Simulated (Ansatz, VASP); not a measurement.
**Cu: VASP beside Ansatz**

Contents of INCAR:

```
SYSTEM = Cu
PREC = Accurate
ENCUT = 600
EDIFF = 1E-6
ISMEAR = -1
SIGMA = 0.05
LREAL = .False.
LASPH = .True.
NELM = 100
ALGO = Normal
ISIF = 3
LWAVE = .False.
LCHARG = .False.
GGA = PE
IBRION = 2
NSW = 60
EDIFFG = -0.005
```

The input KPOINTS:

```
regular mesh
0
Gamma
  16 16 16
  0 0 0
```

Contents of POSCAR:

```
Cu
1.0
    2.3456536534      0.0000000000      0.0000000000
    0.0000000000      2.3456536534      0.0000000000
    0.0000000000      0.0000000000      2.3456536534
Cu
1
Direct
    0.0000000000      0.0000000000      0.0000000000
```

Input for Ansatz:

```yaml
crystal:
  lattice:
    - [2.3456536534, 0.0, 0.0]
    - [0.0, 2.3456536534, 0.0]
    - [0.0, 0.0, 2.3456536534]
  atoms:
    - { symbol: Cu, position: [0.0, 0.0, 0.0] }
kpoints:
  mp_grid: { grid: [16, 16, 16] }
scf:
  occupations: { method: fermi_dirac, width: 0.05 }
hamiltonian:
  xc: pbe
  pseudopotentials: { kind: paw }
output:
  forces: true
  stress: true
relax:
  f_tol: 0.005
  max_steps: 40
  cell: {}
```

Alike in both runs: task relaxation of cell and atoms; functional PBE; k mesh 16 × 16 × 16; occupations fermi-dirac, width 0.05 eV; no spin polarisation.

|  | VASP | Ansatz |
| --- | --- | --- |
| version | VASP 6.6.1 | Ansatz 0.2.0 |
| potentials or method | VASP PAW PBE potentials, release 64 (Cu) | PAW with Ansatz's default frozen-core files, scalar-relativistic |
| plane-wave cutoff (eV) | 600 | 420 |
| valence electrons in the cell | 11 | 19 |

VASP gave:

- relaxed volume (Å³/atom): 13.99
- relaxed cell length with the largest relative difference (Å): 2.410

Task: Estimate Ansatz's values.

Result: Relaxed volume (Å³/atom): 13.92; relaxed cell length with the largest relative difference (Å): 2.406.

VASP's potentials hold 11 valence electrons a cell and Ansatz's 19, so a difference there can come from the potentials and not from the codes.
